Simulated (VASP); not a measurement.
Write the native input for VASP 6.6.1 that does the following.

```yaml
Task: single point
Functional: PBE
Potentials_or_basis: VASP PAW PBE potentials, release 64 (Mo_sv)
Cutoff: 520 eV
k_mesh: 14 × 14 × 14
Occupations: fermi-dirac, width 0.05 eV
Spin: no spin polarisation
Dipole_correction: no
Further_INCAR_settings: ALGO = Normal; EDIFF = 1e-07; NBANDS = 21
```

The structure of Mo lies in POSCAR:

```
Mo
1.0
    0.0000000000      2.8436253843      2.8436253843
    2.8436253843      0.0000000000      2.8436253843
    2.8436253843      2.8436253843      0.0000000000
Mo
2
Direct
   -0.1250000000     -0.1250000000     -0.1250000000
    0.1250000000      0.1250000000      0.1250000000
```

This isn't the form of Mo at room conditions, which is bcc.

The input as run:

INCAR

```
SYSTEM = Mo
PREC = Accurate
ENCUT = 520
EDIFF = 1E-7
ISMEAR = -1
SIGMA = 0.05
LREAL = .FALSE.
LASPH = .TRUE.
NELM = 100
ALGO = Normal
ISIF = 2
LWAVE = .FALSE.
LCHARG = .FALSE.
GGA = PE
NBANDS = 21
```

KPOINTS

```
Automatic mesh
0
G
  14 14 14
  0 0 0
```

Potentials or basis: VASP PAW PBE potentials, release 64 (Mo_sv).

Run with:

```bash
$ cat potpaw_PBE.64/Mo_sv/POTCAR > POTCAR
$ mpirun -np 1 vasp_std > vasp.out
```

It gave:

- Pressure: 0.4 GPa
- Band gap on the k mesh: zero (bands 14 and 15 overlap by 0.55 eV)

Run time: 39 s on 1 thread of Intel(R) Xeon(R) 6975P-C (Granite Rapids), on a shared host, peak memory 0.21 GiB.
